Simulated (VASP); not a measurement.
# Cd (Fm-3m) in VASP: further runs, part 2 of 2

VASP 6.6.1.

## 3. Single point, PBEsol

This run uses another cell than the first one, of 20.98 Å³/atom.

Contents of INCAR:

```
PREC     = Accurate       # precision mode
ENCUT    = 500            # plane-wave cutoff, eV
EDIFF    = 1E-6           # SCF threshold, eV
ISMEAR   = 1              # smearing method
SIGMA    = 0.1            # smearing width, eV
LREAL    = F              # projectors in reciprocal space
LASPH    = T              # aspherical terms in the spheres
NELM     = 120            # most SCF steps
ALGO     = Normal         # electronic algorithm
ISIF     = 2              # what is computed and relaxed
LWAVE    = F              # write WAVECAR
LCHARG   = F              # write CHGCAR
GGA      = PS             # functional
NBANDS   = 12             # bands
GGA_COMPAT= F
```

Contents of KPOINTS:

```
Automatic mesh
0
Gamma
  16 16 16
```

Contents of POSCAR:

```
Cd
1.0
    0.0000000000      2.1889634235      2.1889634235
    2.1889634235      0.0000000000      2.1889634235
    2.1889634235      2.1889634235      0.0000000000
Cd
1
Direct
    0.0000000000      0.0000000000      0.0000000000
```

Potentials or basis: VASP PAW PBE potentials, release 64 (Cd).

Started as:

```bash
cat potpaw_PBE.64/Cd/POTCAR > POTCAR
mpirun -np 1 vasp_std > vasp.out
```

OUTCAR:

```text
PREC = Accurate
   ENCUT = 500
   EDIFF = 1E-6
   ISMEAR = 1
   LREAL = F
   LASPH = T
   NELM = 120
   ISIF = 2
   GGA = PS

 ion  position               nearest neighbor table
   1  0.000  0.000  0.000-

  LATTYP: Found a face centered cubic cell.
 ALAT       =     4.3779268470

  Lattice vectors:

 A1 = (   0.0000000000,   2.1889634235,   2.1889634235)
 A2 = (   2.1889634235,   0.0000000000,   2.1889634235)
 A3 = (   2.1889634235,   2.1889634235,   0.0000000000)

Analysis of symmetry for initial positions (statically):
=====================================================================
 Subroutine PRICEL returns:
 Original cell was already a primitive cell.

 Routine SETGRP: Setting up the symmetry group for a
 face centered cubic supercell.

 Subroutine GETGRP returns: Found 48 space group operations
 (whereof 48 operations were pure point group operations)
 out of a pool of 48 trial point group operations.

The static configuration has the point symmetry O_h .

Analysis of symmetry for dynamics (positions and initial velocities):
=====================================================================
 Subroutine PRICEL returns:
 Original cell was already a primitive cell.

 Routine SETGRP: Setting up the symmetry group for a
 face centered cubic supercell.

 Subroutine GETGRP returns: Found 48 space group operations
 (whereof 48 operations were pure point group operations)
 out of a pool of 48 trial point group operations.

The dynamic configuration has the point symmetry O_h .

 Subroutine INISYM returns: Found 48 space group operations
 (whereof 48 operations are pure point group operations),
 and found     1 'primitive' translations

----------------------------------------------------------------------------------------

                                     Primitive cell

  volume of cell :      20.9771

[... 106 lines left out ...]
     AMIX_MAG =   1.60;   BMIX_MAG =  1.00
  volume/ion in A,a.u.               =      20.98       141.56
  Fermi-wavevector in a.u.,A,eV,Ry     =   1.359002  2.568141 25.128413  1.846886
  Thomas-Fermi vector in A             =   2.485787
   LORBIT       =      0    0 simple, 1 ext, 2 COOP (PROOUT), +10 PAW based schemes
   GGA     = PS    functional components
   LHFCALC =     F    Hartree Fock is set to
   AEXX    =    0.0000 exact exchange contribution
   IVDW    =     0    specifies the selected vdW correction
   LEPSILON=     F    determine dielectric tensor
   LRPA    =     F    only Hartree local field effects (RPA)
 non-spin polarized calculation
 Methfessel and Paxton  Order N= 1 SIGMA  =   0.10
  energy-cutoff  :      500.00
  volume of cell :       20.98
 maximum number of plane-waves:       544
   NGX = 11   NGY = 11   NGZ = 11

 number of electron      12.0000006 magnetization

 Free energy of the ion-electron system (eV)
  ---------------------------------------------------
  ext. energy  EPLUGINS =         0.00000000
  ---------------------------------------------------
  free energy    TOTEN  =        -1.18155119 eV

  energy without entropy =       -1.18144089  energy(sigma->0) =       -1.18151442

 E-fermi :   2.9491     XC(G=0): -11.3761

 val. band max:        2.9370778820   @ k =  -0.3750   0.3125   0.0625
 cond. band min:       2.9577005797   @ k =  -0.3750   0.1875   0.0625
 fundamental gap:      0.0206226977
 Fermi energy:         2.9490870204

 k-point     1 :       0.0000    0.0000    0.0000
  band No.  band energies     occupation
      1      -6.2325      2.00000
      2      -6.2325      2.00000
      3      -6.2325      2.00000
      4      -6.1774      2.00000
      5      -5.7321      2.00000
      6      -5.7321      2.00000
      7      16.9772      0.00000
      8      18.2622      0.00000
      9      18.2622      0.00000
     10      18.2622      0.00000
     11      21.7214      0.00000
     12      21.7214      0.00000
[... 331 lines left out ...]
 k-point    24 :      -0.0625    0.0625    0.0000
  band No.  band energies     occupation
      1      -6.2637      2.00000
      2      -6.2027      2.00000
      3      -6.1907      2.00000
      4      -5.8955      2.00000
      5      -5.7652      2.00000
      6      -5.7003      2.00000
      7      15.7506      0.00000
      8      16.0030      0.00000
      9      17.8518      0.00000
     10      18.6527      0.00000
     11      21.5561      0.00000
     12      21.8211      0.00000

 [... further k-points ...]
[... 5 lines left out ...]
  --------------------------------------------------------------------------------------
  -------------------------------------------------------------------------------------
  Total        0.0498076      0.0498076      0.0498076      0.0000000     -0.0000000      0.0000000
  in kB        3.8041769      3.8041769      3.8041769      0.0000000     -0.0000000      0.0000000
  external PRESSURE =       3.8041769 kB  Pullay stress =       0.0000000 kB

 VOLUME and BASIS-vectors are now :
 -----------------------------------------------------------------------------
  energy-cutoff  :      500.00
  volume of cell :       20.98
      direct lattice vectors                 reciprocal lattice vectors
     0.000000000  2.188963424  2.188963424    -0.228418618  0.228418618  0.228418618
     2.188963424  0.000000000  2.188963424     0.228418618 -0.228418618  0.228418618
     2.188963424  2.188963424  0.000000000     0.228418618  0.228418618 -0.228418618

 POSITION                                       TOTAL-FORCE (eV/Angst)
 -----------------------------------------------------------------------------------
      0.00000      0.00000      0.00000         0.000000     -0.000000     -0.000000
 -----------------------------------------------------------------------------------
    total drift:                               -0.000000      0.000000      0.000000

  FREE ENERGIE OF THE ION-ELECTRON SYSTEM (eV)
  ---------------------------------------------------
  free  energy   TOTEN  =        -1.1815511884 eV

  energy  without entropy=       -1.1814408907  energy(sigma->0) =       -1.18151442
```

OSZICAR:

```text
N       E                     dE             d eps       ncg     rms          rms(c)
DAV:   1     0.678962955648E+02    0.67896E+02   -0.69382E+03  3756   0.975E+02
DAV:   2    -0.782203165215E-01   -0.67975E+02   -0.64223E+02  3760   0.233E+02
DAV:   3    -0.126649312300E+01   -0.11883E+01   -0.11876E+01  4132   0.349E+01
DAV:   4    -0.126791149609E+01   -0.14184E-02   -0.14183E-02  3932   0.117E+00
DAV:   5    -0.126791472644E+01   -0.32303E-05   -0.32306E-05  4128   0.566E-02    0.332E+00
DAV:   6    -0.118805283063E+01    0.79862E-01   -0.20989E-01  4084   0.594E+00    0.264E+00
DAV:   7    -0.118239032101E+01    0.56625E-02   -0.13951E-02  4076   0.125E+00    0.141E+00
DAV:   8    -0.118153539757E+01    0.85492E-03   -0.14855E-03  3720   0.533E-01    0.630E-02
DAV:   9    -0.118154573789E+01   -0.10340E-04   -0.47060E-06  4156   0.167E-02    0.162E-02
DAV:  10    -0.118155121428E+01   -0.54764E-05   -0.35201E-06  3768   0.225E-02    0.215E-03
DAV:  11    -0.118155118843E+01    0.25843E-07   -0.40513E-08  2020   0.242E-03
   1 F= -.11815512E+01 E0= -.11815144E+01  d E =-.110298E-03
```

Run time: 20 s. Hardware: 1 thread of Intel Xeon Platinum 8259CL at 2.50GHz (Skylake/Cascade Lake), shared host; peak memory 0.16 GiB.

Results:

```
Free energy            : -1.1816 eV
Pressure               : 0.4 GPa
Band gap on the k mesh : zero (bands 6 and 7 overlap by 3.35 eV)
```

Levels at points of the mesh, in eV from the Fermi level:
| k point | band 3 | band 4 | band 5 | band 6 | band 7 | band 8 | band 9 | band 10 |
| --- | --- | --- | --- | --- | --- | --- | --- | --- |
| (0.00, 0.00, 0.00) | -9.18 | -9.13 | -8.68 | -8.68 | 14.03 | 15.31 | 15.31 | 15.31 |
| (0.50, 0.00, 0.00) | -9.18 | -8.27 | -8.27 | -2.52 | -1.27 | 12.87 | 12.87 | 13.11 |
| (0.50, 0.50, 0.00) | -8.30 | -8.17 | -8.17 | -0.94 | 1.52 | 6.89 | 6.89 | 11.34 |

Caveat: the PAW data sets were made with another functional, which shifts forces and pressure a little.

## 4. Relaxation of cell and atoms, PBEsol

This run uses another cell than the first one, of 21.59 Å³/atom.

Contents of INCAR:

```
SYSTEM = Cd
ALGO     = Normal         ! electronic algorithm
EDIFF    = 1E-7           ! SCF threshold, eV
EDIFFG   = -0.02          ! ionic threshold
ENCUT    = 500            ! plane-wave cutoff, eV
GGA      = PS             ! functional
GGA_COMPAT= .FALSE.      
IBRION   = 2              ! ionic algorithm
ISIF     = 3              ! what is computed and relaxed
ISMEAR   = 1              ! smearing method
LASPH    = .TRUE.         ! aspherical terms in the spheres
LCHARG   = .FALSE.        ! write CHGCAR
LREAL    = .FALSE.        ! projectors in reciprocal space
LWAVE    = .FALSE.        ! write WAVECAR
NELM     = 120            ! most SCF steps
NELMIN   = 4            
NSW      = 80             ! ionic steps
PREC     = Accurate       ! precision mode
SIGMA    = 0.1            ! smearing width, eV
```

Contents of KPOINTS:

```
k-points
0
G
  16 16 16
  0 0 0
```

Contents of POSCAR:

```
Cd
1.0
    0.0000000000      2.2100000000      2.2100000000
    2.2100000000      0.0000000000      2.2100000000
    2.2100000000      2.2100000000      0.0000000000
Cd
1
Direct
    0.0000000000      0.0000000000      0.0000000000
```

Started as:

```bash
cat potpaw_PBE.64/Cd/POTCAR > POTCAR
mpirun -np 1 vasp_std > vasp.out
```

Run time: 40 s. Hardware: 1 thread of Intel Xeon Platinum 8259CL at 2.50GHz (Skylake/Cascade Lake), shared host; peak memory 0.16 GiB.

The run converged. Its results:

```
Free energy                           : -1.1817 eV
Relaxed volume                        : 21.10 Å³/atom
Relaxed cell                          : a = 3.102 Å, b = 3.102 Å, c = 3.102 Å, α = 60.00°, β = 60.00°, γ = 60.00°
Space group after relaxing (to 0.1 Å) : Fm-3m (No. 225)
Energy gained by relaxing             : 1.7 meV/atom
Ionic steps                           : 2
Pressure after relaxing               : 0.1 GPa
Band gap on the k mesh                : zero (bands 6 and 7 overlap by 3.36 eV)
```

The path:
```
step  energy change (eV)  largest force (eV/Å)  pressure (GPa)  volume (Å³)
   1              0.0000                0.0000           -1.17        21.59
   2             -0.0017                0.0000            0.05        21.10
```

Final structure:
```
Cd
1.0
     0.00000    2.19323    2.19323
     2.19323    0.00000    2.19323
     2.19323    2.19323    0.00000
Cd
1
Direct
  0.00000 0.00000 0.00000
```

Levels at points of the mesh, in eV from the Fermi level:
```
           k point  band 4  band 5  band 6  band 7  band 8  band 9
(0.00, 0.00, 0.00)   -9.08   -8.67   -8.67   14.01   15.26   15.26
(0.50, 0.00, 0.00)   -8.26   -8.26   -2.49   -1.28   12.82   12.82
(0.50, 0.50, 0.00)   -8.16   -8.16   -0.92    1.50    6.87    6.87
```

Caveat: the PAW data sets were made with another functional, which shifts forces and pressure a little.

## 5. Relaxation of cell and atoms, PBEsol, target pressure 5 GPa, at which the enthalpy is minimised

This run uses another cell than the first one, of 21.59 Å³/atom.

Contents of INCAR:

```
SYSTEM = Cd
  PREC = Accurate
  ENCUT = 500
  EDIFF = 1E-7
  ISMEAR = 1
  SIGMA = 0.1
  LREAL = .False.
  LASPH = .True.
  NELM = 120
  ALGO = Normal
  ISIF = 3
  LWAVE = .False.
  LCHARG = .False.
  GGA = PS
  IBRION = 2
  NSW = 80
  EDIFFG = -0.02
  PSTRESS = 50.0
  GGA_COMPAT = .False.
  NELMIN = 4
```

Contents of KPOINTS:

```
regular mesh
0
Gamma
  16 16 16
  0 0 0
```

POSCAR is that of step 4.

Started as:

```bash
cat potpaw_PBE.64/Cd/POTCAR > POTCAR
mpirun -np 1 vasp_std > vasp.out
```

Wall time 35 s (1 thread of Intel Xeon Platinum 8259CL at 2.50GHz (Skylake/Cascade Lake), shared host); peak memory 0.16 GiB.

Results (log left out):

```yaml
Free_energy: -1.1599 eV
Relaxed_volume: 19.61 Å³/atom
Relaxed_cell: a = 3.027 Å, b = 3.027 Å, c = 3.027 Å, α = 60.00°, β = 60.00°, γ = 60.00°
Space_group_after_relaxing_to_0.1_Å: Fm-3m (No. 225)
Energy_change_on_relaxing_the_run_minimises_the_enthalpy: +20.1 meV/atom
Ionic_steps: 3
Pressure_after_relaxing: 5.0 GPa
Band_gap_on_the_k_mesh: zero (bands 6 and 7 overlap by 3.28 eV)
```

Step by step:
| step | energy change (eV) | largest force (eV/Å) | pressure (GPa) | volume (Å³) |
| --- | --- | --- | --- | --- |
| 1 | 0.0000 | 0.0000 | -1.17 | 21.59 |
| 2 | 0.0396 | 0.0000 | 7.30 | 19.09 |
| 3 | 0.0201 | 0.0000 | 4.98 | 19.61 |

Final structure:
```xyz
1
Lattice="0.0000 2.1402 2.1402 2.1402 0.0000 2.1402 2.1402 2.1402 0.0000" Properties=species:S:1:pos:R:3 pbc="T T T"
Cd    0.0000    0.0000    0.0000
```

Levels at points of the mesh, in eV from the Fermi level:
```tsv
k point	band 3	band 4	band 5	band 6	band 7	band 8	band 9	band 10
(0.00, 0.00, 0.00)	-9.43	-9.43	-8.85	-8.85	14.22	15.95	15.95	15.95
(0.50, 0.00, 0.00)	-9.43	-8.39	-8.39	-2.84	-1.18	13.29	13.47	13.47
(0.50, 0.50, 0.00)	-8.41	-8.27	-8.27	-1.17	1.76	7.09	7.09	11.81
```

Caveat: the cell is relaxed towards a set pressure, so the run minimises the enthalpy, not the energy; the PAW data sets were made with another functional, which shifts forces and pressure a little.

## 6. Relaxation of cell and atoms, PBEsol, target pressure 20 GPa, at which the enthalpy is minimised

This run uses another cell than the first one, of 21.59 Å³/atom.

Contents of INCAR:

```
SYSTEM = Cd
PREC     = Accurate       ! precision mode
ENCUT    = 500            ! plane-wave cutoff, eV
EDIFF    = 1E-7           ! SCF threshold, eV
ISMEAR   = 1              ! smearing method
SIGMA    = 0.1            ! smearing width, eV
LREAL    = .FALSE.        ! projectors in reciprocal space
LASPH    = .TRUE.         ! aspherical terms in the spheres
NELM     = 120            ! most SCF steps
ALGO     = Normal         ! electronic algorithm
ISIF     = 3              ! what is computed and relaxed
LWAVE    = .FALSE.        ! write WAVECAR
LCHARG   = .FALSE.        ! write CHGCAR
GGA      = PS             ! functional
IBRION   = 2              ! ionic algorithm
NSW      = 80             ! ionic steps
EDIFFG   = -0.02          ! ionic threshold
PSTRESS  = 200.0        
GGA_COMPAT= .FALSE.      
NELMIN   = 4
```

Contents of KPOINTS:

```
Automatic mesh
0
G
  16 16 16
  0 0 0
```

POSCAR is that of step 5.

Potentials or basis: VASP PAW PBE potentials, release 64 (Cd).

Started as:

```bash
cat potpaw_PBE.64/Cd/POTCAR > POTCAR
mpirun -np 1 vasp_std > vasp.out
```

It took 70 s on 1 thread of Intel Xeon Platinum 8259CL at 2.50GHz (Skylake/Cascade Lake), shared host; peak memory 0.16 GiB.

Results (log left out):

* Free energy: -0.9937 eV
* Relaxed volume: 17.29 Å³/atom
* Relaxed cell: a = 2.902 Å, b = 2.902 Å, c = 2.902 Å, α = 60.00°, β = 60.00°, γ = 60.00°
* Space group after relaxing (to 0.1 Å): Fm-3m (No. 225)
* Energy change on relaxing (the run minimises the enthalpy): +186.3 meV/atom
* Ionic steps: 7
* Pressure after relaxing: 20.0 GPa
* Band gap on the k mesh: zero (bands 6 and 7 overlap by 3.11 eV)

The path:
| step | energy change (eV) | largest force (eV/Å) | pressure (GPa) | volume (Å³) |
| --- | --- | --- | --- | --- |
| 1 | 0.0000 | 0.0000 | -1.17 | 21.59 |
| 2 | 1.1363 | 0.0000 | 80.16 | 13.85 |
| 3 | 0.1654 | 0.0000 | 18.42 | 17.46 |
| 4 | 0.1801 | 0.0000 | 19.54 | 17.34 |
| 5 | 0.1899 | 0.0000 | 20.27 | 17.26 |
| 6 | 0.1817 | 0.0000 | 19.65 | 17.32 |
| 7 | 0.1863 | 0.0000 | 20.01 | 17.29 |

Final structure:
```
Cd
1.0
     0.00000    2.05225    2.05225
     2.05225    0.00000    2.05225
     2.05225    2.05225    0.00000
Cd
1
Direct
  0.00000 0.00000 0.00000
```

Levels at points of the mesh, in eV from the Fermi level:
| k point | band 2 | band 3 | band 4 | band 5 | band 6 | band 7 | band 8 | band 9 | band 10 |
| --- | --- | --- | --- | --- | --- | --- | --- | --- | --- |
| (0.00, 0.00, 0.00) | -10.03 | -10.03 | -10.03 | -9.28 | -9.28 | 14.49 | 17.06 | 17.06 | 17.06 |
| (0.50, 0.00, 0.00) | -10.04 | -10.04 | -8.69 | -8.69 | -3.56 | -1.01 | 13.51 | 14.59 | 14.59 |
| (0.50, 0.50, 0.00) | -11.07 | -8.72 | -8.53 | -8.53 | -1.67 | 2.21 | 7.43 | 7.43 | 12.73 |

Caveat: the cell is relaxed towards a set pressure, so the run minimises the enthalpy, not the energy; the volume moved by over 15 % at a fixed basis, so the end points are rough; the PAW data sets were made with another functional, which shifts forces and pressure a little.

## 7. The runs side by side

| task | cell | gap on the mesh (eV) | pressure (GPa) |
| --- | --- | --- | --- |
| single point | a = 3.021 Å, angles 60.0°, 1 atom | none | 5.5 |
| single point | a = 3.096 Å, angles 60.0°, 1 atom | none | 0.4 |
| relaxation of cell and atoms | relaxed from a = 3.125 Å, angles 60.0°, 1 atom | none | 0.1 |
| relaxation of cell and atoms | relaxed to 5 GPa from a = 3.125 Å, angles 60.0°, 1 atom | none | 5.0 |
| relaxation of cell and atoms | relaxed to 20 GPa from a = 3.125 Å, angles 60.0°, 1 atom | none | 20.0 |

Alike in all rows: level PBEsol; potentials or basis VASP PAW PBE potentials, release 64 (Cd); no spin polarisation; k mesh 16 × 16 × 16; cutoff (eV) 500; smearing methfessel-paxton 0.1 eV.

Caveats: the PAW data sets were made with another functional, which shifts forces and pressure a little; the cell is relaxed towards a set pressure, so the run minimises the enthalpy, not the energy (at least some runs); the cell stands under pressure (at least some runs); the volume moved by over 15 % at a fixed basis, so the end points are rough (at least some runs).

Absolute energies hang on the potentials; compare differences alone.
